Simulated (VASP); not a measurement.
# CO2 in VASP: notebook

The runs below take CO2 through single point, with PBEsol.

Everything below comes from runs of VASP 6.6.1. Logs are shortened: lines on timing, memory, paths and dates and some standing lists are left out, and cuts for length are marked.

## Step 1: The cell of the first run

The structure is tetragonal, space group P4_2/mnm (No. 136). Conventional cell: a = 3.516 Å, b = 3.516 Å, c = 4.104 Å, α = 90.00°, β = 90.00°, γ = 90.00°. C (site symmetry mmm) has 2 O at 1.14 Å within 1.5 Å. Within 1.5 Å of O (site symmetry m2m) lie 1 C at 1.14 Å.

## Step 2: Single point, PBEsol

INCAR reads:

```
PREC     = Accurate       # precision mode
ENCUT    = 1340           # plane-wave cutoff, eV
EDIFF    = 1E-6           # SCF threshold, eV
ISMEAR   = 0              # smearing method
SIGMA    = 0.01           # smearing width, eV
LREAL    = F              # projectors in reciprocal space
LASPH    = T              # aspherical terms in the spheres
NELM     = 120            # most SCF steps
ALGO     = Normal         # electronic algorithm
ISIF     = 2              # what is computed and relaxed
LWAVE    = F              # write WAVECAR
LCHARG   = T              # write CHGCAR
GGA      = PS             # functional
LELF     = T              # ELF
LVHAR    = T            
NBANDS   = 25             # bands
GGA_COMPAT= F
```

KPOINTS reads:

```
Automatic mesh
0
Gamma
  4 4 4
```

POSCAR reads:

```
CO2
1.0
    3.5161000000      0.0000000000      0.0000000000
    0.0000000000      3.5161000000      0.0000000000
    0.0000000000      0.0000000000      4.1043000000
C O
2 4
Direct
    0.0000000000      0.0000000000      0.0000000000
    0.5000000000      0.5000000000      0.5000000000
    0.2300000000      0.2300000000      0.0000000000
    0.2700000000      0.7300000000      0.5000000000
    0.7700000000      0.7700000000      0.0000000000
    0.7300000000      0.2700000000      0.5000000000
```

Potentials or basis: VASP PAW PBE potentials, release 64 (C_h, O_h).

The run is started by

```sh
$ cat potpaw_PBE.64/C_h/POTCAR potpaw_PBE.64/O_h/POTCAR > POTCAR
$ mpirun -np 1 vasp_std > vasp.out
```

OUTCAR:

```text
PREC = Accurate
   ENCUT = 1340
   EDIFF = 1E-6
   ISMEAR = 0
   LREAL = F
   LASPH = T
   NELM = 120
   ISIF = 2
   GGA = PS

 ion  position               nearest neighbor table
   1  0.000  0.000  0.000-   3 1.14   5 1.14
   2  0.500  0.500  0.500-   4 1.14   6 1.14
   3  0.230  0.230  0.000-   1 1.14
   4  0.270  0.730  0.500-   2 1.14
   5  0.770  0.770  0.000-   1 1.14
   6  0.730  0.270  0.500-   2 1.14

  LATTYP: Found a simple tetragonal cell.
 ALAT       =     3.5161000000
 C/A-ratio  =     1.1672876198

  Lattice vectors:

 A1 = (   3.5161000000,   0.0000000000,   0.0000000000)
 A2 = (   0.0000000000,   3.5161000000,   0.0000000000)
 A3 = (   0.0000000000,   0.0000000000,   4.1043000000)

Analysis of symmetry for initial positions (statically):
=====================================================================
 Subroutine PRICEL returns:
 Original cell was already a primitive cell.

 Routine SETGRP: Setting up the symmetry group for a
 simple tetragonal supercell.

 Subroutine GETGRP returns: Found 16 space group operations
 (whereof  8 operations were pure point group operations)
 out of a pool of 16 trial point group operations.

The static configuration has the point symmetry D_2h.
 The point group associated with its full space group is D_4h.

Analysis of symmetry for dynamics (positions and initial velocities):
=====================================================================
 Subroutine PRICEL returns:
 Original cell was already a primitive cell.

 Routine SETGRP: Setting up the symmetry group for a
 simple tetragonal supercell.

 Subroutine GETGRP returns: Found 16 space group operations
 (whereof  8 operations were pure point group operations)
 out of a pool of 16 trial point group operations.

The dynamic configuration has the point symmetry D_2h.
 The point group associated with its full space group is D_4h.

 Subroutine INISYM returns: Found 16 space group operations
 (whereof  8 operations are pure point group operations),
 and found     1 'primitive' translations

----------------------------------------------------------------------------------------

                                     Primitive cell

  volume of cell :      50.7413

  direct lattice vectors                    reciprocal lattice vectors
     3.516100000  0.000000000  0.000000000     0.284406018  0.000000000  0.000000000
     0.000000000  3.516100000  0.000000000     0.000000000  0.284406018  0.000000000
     0.000000000  0.000000000  4.104300000     0.000000000  0.000000000  0.243646907

  length of vectors
     3.516100000  3.516100000  4.104300000     0.284406018  0.284406018  0.243646907

  position of ions in fractional coordinates (direct lattice)
     0.000000000  0.000000000  0.000000000
     0.500000000  0.500000000  0.500000000
     0.230000000  0.230000000  0.000000000
     0.270000000  0.730000000  0.500000000
     0.770000000  0.770000000  0.000000000
     0.730000000  0.270000000  0.500000000

  ion indices of the primitive-cell ions
   primitive index   ion index
                 1           1
                 2           2
                 3           3
                 4           4
                 5           5
                 6           6

----------------------------------------------------------------------------------------

 KPOINTS: Automatic mesh

Automatic generation of k-mesh.
 Grid dimensions read from file:
 generate k-points for:    4    4    4

 Generating k-lattice:

  Cartesian coordinates                     Fractional coordinates (reciprocal lattice)
     0.071101505  0.000000000  0.000000000     0.250000000  0.000000000  0.000000000
     0.000000000  0.071101505  0.000000000     0.000000000  0.250000000  0.000000000
     0.000000000  0.000000000  0.060911727     0.000000000  0.000000000  0.250000000

  Length of vectors
     0.071101505  0.071101505  0.060911727

  Shift w.r.t. Gamma in fractional coordinates (k-lattice)
     0.000000000  0.000000000  0.000000000

 Subroutine IBZKPT returns following result:
 ===========================================

 Found     18 irreducible k-points:

 Following reciprocal coordinates:
            Coordinates               Weight
  0.000000  0.000000  0.000000      1.000000
  0.250000  0.000000  0.000000      4.000000
  0.500000  0.000000  0.000000      2.000000
  0.250000  0.250000  0.000000      4.000000
  0.500000  0.250000  0.000000      4.000000
  0.500000  0.500000  0.000000      1.000000
[... 10 lines left out ...]
  0.500000  0.250000  0.500000      4.000000
  0.500000  0.500000  0.500000      1.000000
   k-points           NKPTS =     18   k-points in BZ     NKDIM =     18   number of bands    NBANDS=     25
   number of dos      NEDOS =    301   number of ions     NIONS =      6
   total plane-waves  NPLWV =  88200
   dimension x,y,z NGX =    42 NGY =   42 NGZ =   50
   dimension x,y,z NGXF=    84 NGYF=   84 NGZF=  100
   ions per type =               2   4
   NGX,Y,Z   is equivalent  to a cutoff of  19.86, 19.86, 20.25 a.u.
   NGXF,Y,Z  is equivalent  to a cutoff of  39.72, 39.72, 40.51 a.u.
 SYSTEM =  unknown system
   PREC   = accura    normal or accurate (medium, high low for compatibility)
   ISTART =      0    job   : 0-new  1-cont  2-samecut
   ICHARG =      2    charge: 1-file 2-atom 10-const
   ISPIN  =      1    spin polarized calculation?
   LNONCOLLINEAR =      F non collinear calculations
   LSORBIT =      F    spin-orbit coupling
   LASPH  =      T    aspherical Exc in radial PAW
   ENCUT  = 1340.0 eV  98.49 Ry    9.92 a.u.  10.49 10.49 12.25*2*pi/ulx,y,z
   NELM   =    120;   NELMIN=  2; NELMDL= -5     # of ELM steps
   EDIFF  = 0.1E-05   stopping-criterion for ELM
   LREAL  =      F    real-space projection
   EDIFFG = 0.1E-04   stopping-criterion for IOM
   NSW    =      0    number of steps for IOM
   IBRION =     -1    ionic relax: 0-MD 1-quasi-New 2-CG
   NFREE  =      0    steps in history (QN), initial steepest desc. (CG)
   ISIF   =      2    stress and relaxation
   ISYM   =      2    0-nonsym 1-usesym 2-fastsym
   POTIM  = 0.5000    time-step for ionic-motion
   TEBEG  =    0.0;   TEEND  =   0.0 temperature during run
   PSTRESS=    0.0 pullay stress
   NELECT =      32.0000    total number of electrons
   NUPDOWN=      -1.0000    fix difference up-down
   EMIN   =  10.00;   EMAX   =-10.00  energy-range for DOS
   EFERMI =   0.00;   METHOD = LEGACY
   ISMEAR =     0;   SIGMA  =   0.01  broadening in eV -4-tet -1-fermi 0-gaus
   EFERMI_NEDOS =   21; number of points for ismear=-14 and -15
   IALGO  =     38    algorithm
   IMIX   =      4    mixing-type and parameters
     AMIX     =   0.40;   BMIX     =  1.00
     AMIX_MAG =   1.60;   BMIX_MAG =  1.00
  volume/ion in A,a.u.               =       8.46        57.07
  Fermi-wavevector in a.u.,A,eV,Ry     =   1.403905  2.652995 26.816383  1.970949
  Thomas-Fermi vector in A             =   2.526520
   LORBIT       =      0    0 simple, 1 ext, 2 COOP (PROOUT), +10 PAW based schemes
   GGA     = PS    functional components
   LHFCALC =     F    Hartree Fock is set to
   AEXX    =    0.0000 exact exchange contribution
   IVDW    =     0    specifies the selected vdW correction
   LEPSILON=     F    determine dielectric tensor
   LRPA    =     F    only Hartree local field effects (RPA)
 non-spin polarized calculation
 Gauss-broadening in eV      SIGMA  =   0.01
  energy-cutoff  :     1340.00
  volume of cell :       50.74
 maximum number of plane-waves:      5677
 NGX is ok and might be reduce to    42
   NGX = 21   NGY = 21   NGZ = 25

 number of electron      32.0000002 magnetization

 Free energy of the ion-electron system (eV)
  ---------------------------------------------------
  ext. energy  EPLUGINS =         0.00000000
  ---------------------------------------------------
  free energy    TOTEN  =       -46.58030326 eV

  energy without entropy =      -46.58030326  energy(sigma->0) =      -46.58030326

 E-fermi :   2.3287     XC(G=0): -11.1298

 val. band max:        2.2735079895   @ k =   0.5000   0.5000   0.5000
 cond. band min:       8.0907725823   @ k =   0.0000   0.0000   0.0000
 fundamental gap:      5.8172645928
 Fermi energy:         2.3286814615

 k-point     1 :       0.0000    0.0000    0.0000
  band No.  band energies     occupation
      1     -20.5141      2.00000
      2     -19.1631      2.00000
      3     -18.3339      2.00000
      4     -18.3339      2.00000
      5      -5.3725      2.00000
      6      -5.2092      2.00000
[... 17 lines left out ...]
     24      19.1256      0.00000
     25      19.6261      0.00000

 k-point     2 :       0.2500    0.0000    0.0000
  band No.  band energies     occupation
      1     -20.2728      2.00000
      2     -19.2337      2.00000
      3     -18.4627      2.00000
      4     -18.3767      2.00000
      5      -4.9350      2.00000
      6      -4.9144      2.00000
[... 17 lines left out ...]
     24      19.0558      0.00000
     25      19.6909      0.00000

 k-point     3 :       0.5000    0.0000    0.0000
  band No.  band energies     occupation
      1     -19.6928      2.00000
      2     -19.6928      2.00000
      3     -18.4808      2.00000
      4     -18.4808      2.00000
      5      -4.4362      2.00000
      6      -4.4362      2.00000
[... 17 lines left out ...]
     24      18.0602      0.00000
     25      19.9866      0.00000

 k-point     4 :       0.2500    0.2500    0.0000
  band No.  band energies     occupation
      1     -20.0548      2.00000
      2     -19.2344      2.00000
      3     -18.5635      2.00000
      4     -18.4693      2.00000
      5      -5.0721      2.00000
      6      -4.4986      2.00000
[... 17 lines left out ...]
     24      18.8916      0.00000
     25      19.8757      0.00000

 k-point     5 :       0.5000    0.2500    0.0000
  band No.  band energies     occupation
      1     -19.5491      2.00000
      2     -19.5491      2.00000
      3     -18.6003      2.00000
      4     -18.6003      2.00000
      5      -4.8724      2.00000
      6      -4.8724      2.00000
[... 17 lines left out ...]
     24      17.9512      0.00000
     25      19.3446      0.00000

 k-point     6 :       0.5000    0.5000    0.0000
  band No.  band energies     occupation
      1     -19.3446      2.00000
      2     -19.3446      2.00000
      3     -18.7811      2.00000
      4     -18.7811      2.00000
      5      -4.8914      2.00000
      6      -4.8914      2.00000
[... 17 lines left out ...]
     24      18.1772      0.00000
     25      18.4630      0.00000
[... 225 lines left out ...]
 k-point    15 :       0.5000    0.0000    0.5000
  band No.  band energies     occupation
      1     -19.5552      2.00000
      2     -19.5552      2.00000
      3     -18.6240      2.00000
      4     -18.6240      2.00000
      5      -5.5560      2.00000
      6      -5.5560      2.00000
[... 17 lines left out ...]
     24      19.4571      0.00000
     25      19.4572      0.00000

 k-point    16 :       0.2500    0.2500    0.5000
  band No.  band energies     occupation
      1     -19.6148      2.00000
      2     -19.6086      2.00000
      3     -18.5522      2.00000
      4     -18.5491      2.00000
      5      -5.9903      2.00000
      6      -5.0857      2.00000
[... 17 lines left out ...]
     24      19.0286      0.00000
     25      19.5182      0.00000

 k-point    17 :       0.5000    0.2500    0.5000
  band No.  band energies     occupation
      1     -19.4517      2.00000
      2     -19.4517      2.00000
      3     -18.6813      2.00000
      4     -18.6813      2.00000
      5      -5.8366      2.00000
      6      -5.8366      2.00000
[... 17 lines left out ...]
     24      17.9245      0.00000
     25      19.6330      0.00000

 k-point    18 :       0.5000    0.5000    0.5000
  band No.  band energies     occupation
      1     -19.3214      2.00000
      2     -19.3214      2.00000
      3     -18.7655      2.00000
      4     -18.7655      2.00000
      5      -5.9192      2.00000
      6      -5.9192      2.00000
[... 17 lines left out ...]
     24      16.8835      0.00000
     25      19.2218      0.00000

------------------------ aborting loop because EDIFF is reached ----------------------------------------

  FORCE on cell =-STRESS in cart. coord.  units (eV):
  Direction    XX          YY          ZZ          XY          YZ          ZX
  --------------------------------------------------------------------------------------
  -------------------------------------------------------------------------------------
  Total       11.4246892     11.4246892      6.7349766      0.0000000      0.0000000      0.0000000
  in kB      360.7392859    360.7392859    212.6596735      0.0000000      0.0000000      0.0000000
  external PRESSURE =     311.3794151 kB  Pullay stress =       0.0000000 kB

 VOLUME and BASIS-vectors are now :
 -----------------------------------------------------------------------------
  energy-cutoff  :     1340.00
  volume of cell :       50.74
      direct lattice vectors                 reciprocal lattice vectors
     3.516100000  0.000000000  0.000000000     0.284406018  0.000000000  0.000000000
     0.000000000  3.516100000  0.000000000     0.000000000  0.284406018  0.000000000
     0.000000000  0.000000000  4.104300000     0.000000000  0.000000000  0.243646907

 POSITION                                       TOTAL-FORCE (eV/Angst)
 -----------------------------------------------------------------------------------
      0.00000      0.00000      0.00000         0.000000      0.000000      0.000000
      1.75805      1.75805      2.05215         0.000000      0.000000      0.000000
      0.80870      0.80870      0.00000         1.281942      1.281942     -0.000000
      0.94935      2.56675      2.05215        -1.281942      1.281942     -0.000000
      2.70740      2.70740      0.00000        -1.281942     -1.281942      0.000000
      2.56675      0.94935      2.05215         1.281942     -1.281942      0.000000
 -----------------------------------------------------------------------------------
    total drift:                                0.000000      0.000000     -0.000000

  FREE ENERGIE OF THE ION-ELECTRON SYSTEM (eV)
  ---------------------------------------------------
  free  energy   TOTEN  =       -46.5803032572 eV

  energy  without entropy=      -46.5803032572  energy(sigma->0) =      -46.58030326
```

Run time: 68 s. Hardware: 1 thread of Intel Xeon Platinum 8259CL at 2.50GHz (Skylake/Cascade Lake), shared host; peak memory 0.3 GiB.

What came out:

| Quantity | Value |
| --- | --- |
| Free energy | -46.5803 eV |
| Pressure | 31.1 GPa |
| Largest force | 1.813 eV/Å |
| Band gap on the k mesh | 5.82 eV (least direct gap 6.54 eV) |

Forces in eV/Å, atoms in the order of the input:
```
C    0.000  0.000  0.000
C    0.000  0.000  0.000
O    1.282  1.282  0.000
O   -1.282  1.282  0.000
O   -1.282 -1.282  0.000
O    1.282 -1.282  0.000
```

Levels at points of the mesh, in eV from the valence-band top:
| k point | band 12 | band 13 | band 14 | band 15 | band 16 | band 17 | band 18 | band 19 | band 20 | band 21 |
| --- | --- | --- | --- | --- | --- | --- | --- | --- | --- | --- |
| (0.00, 0.00, 0.00) | -3.61 | -3.42 | -1.95 | -1.45 | -1.45 | 5.82 | 6.50 | 6.50 | 7.20 | 9.93 |
| (0.50, 0.00, 0.00) | -4.27 | -1.75 | -1.75 | -1.24 | -1.24 | 7.59 | 7.59 | 7.71 | 7.71 | 10.67 |
| (0.50, 0.50, 0.00) | -4.64 | -2.13 | -2.13 | -0.01 | -0.01 | 7.89 | 7.89 | 8.33 | 8.33 | 11.53 |
| (0.00, 0.00, 0.50) | -4.38 | -3.01 | -3.01 | -1.34 | -1.34 | 7.05 | 7.05 | 7.37 | 7.37 | 9.77 |
| (0.50, 0.00, 0.50) | -3.89 | -2.72 | -2.72 | -0.92 | -0.92 | 7.25 | 7.25 | 8.39 | 8.39 | 11.06 |
| (0.50, 0.50, 0.50) | -3.94 | -1.27 | -1.27 | 0.00 | 0.00 | 6.54 | 6.54 | 8.32 | 8.32 | 12.85 |

Caveat: the k points lie up to 0.45 Å⁻¹ apart; this functional lacks dispersion, which holds the molecules together, so the pressure and a relaxed volume are unreliable; the PAW data sets were made with another functional, which shifts forces and pressure a little. Expect the measured gap to be larger: semilocal functionals such as PBEsol lack the derivative discontinuity.

## Step 3: Single point, PBEsol

INCAR reads:

```
  PREC = Accurate
  ENCUT = 1340
  EDIFF = 1E-6
  ISMEAR = 0
  SIGMA = 0.01
  LREAL = False
  LASPH = True
  NELM = 120
  ALGO = Normal
  ISIF = 2
  LWAVE = False
  LCHARG = False
  GGA = PS
  NBANDS = 25
  GGA_COMPAT = False
```

KPOINTS is that of step 2.

Edit POSCAR of step 2 so:

```diff
@@ -8,3 +8,3 @@
 Direct
-    0.0000000000      0.0000000000      0.0000000000
+    0.0100000000      0.0000000000      0.0000000000
     0.5000000000      0.5000000000      0.5000000000
```

Potentials or basis: VASP PAW PBE potentials, release 64 (C_h, O_h).

The run is started by

```sh
$ cat potpaw_PBE.64/C_h/POTCAR potpaw_PBE.64/O_h/POTCAR > POTCAR
$ mpirun -np 1 vasp_std > vasp.out
```

Run time: 1.9 min. Hardware: 1 thread of AMD EPYC 7R13 (Zen 3), shared host; peak memory 0.31 GiB.

The run converged. Its results:

```yaml
Free_energy: -46.5129 eV
Pressure: 31.5 GPa
Largest_force: 5.203 eV/Å
Band_gap_on_the_k_mesh: 5.80 eV (least direct gap 6.51 eV)
```

Forces in eV/Å, atoms in the order of the input:
```
C   -3.833 -3.519  0.000
C    0.154  0.000  0.000
O    3.280  3.221  0.000
O   -1.329  1.298  0.000
O    0.488  0.273  0.000
O    1.240 -1.273  0.000
```

Stress tensor (GPa, compression positive):
```
36.18  0.58  0.00
 0.58 37.01  0.00
 0.00  0.00 21.21
```

Levels at points of the mesh, in eV from the valence-band top:
```
           k point  band 14  band 15  band 16  band 17  band 18  band 19
(0.00, 0.00, 0.00)    -1.94    -1.47    -1.43     5.80     6.42     6.48
(0.50, 0.00, 0.00)    -1.72    -1.39    -1.12     7.54     7.59     7.60
(0.00, 0.50, 0.00)    -1.71    -1.37    -1.13     7.52     7.59     7.66
(0.50, 0.50, 0.00)    -2.12    -0.03    -0.02     7.87     7.88     8.29
(0.00, 0.00, 0.50)    -2.96    -1.35    -1.33     6.96     7.02     7.36
(0.50, 0.00, 0.50)    -2.70    -0.92    -0.92     7.22     7.23     8.36
(0.00, 0.50, 0.50)    -2.71    -0.92    -0.92     7.22     7.23     8.35
(0.50, 0.50, 0.50)    -1.26    -0.02     0.00     6.51     6.52     8.30
```

Caveat: the k points lie up to 0.45 Å⁻¹ apart; this functional lacks dispersion, which holds the molecules together, so the pressure and a relaxed volume are unreliable; the PAW data sets were made with another functional, which shifts forces and pressure a little. A k mesh can miss the band edges.
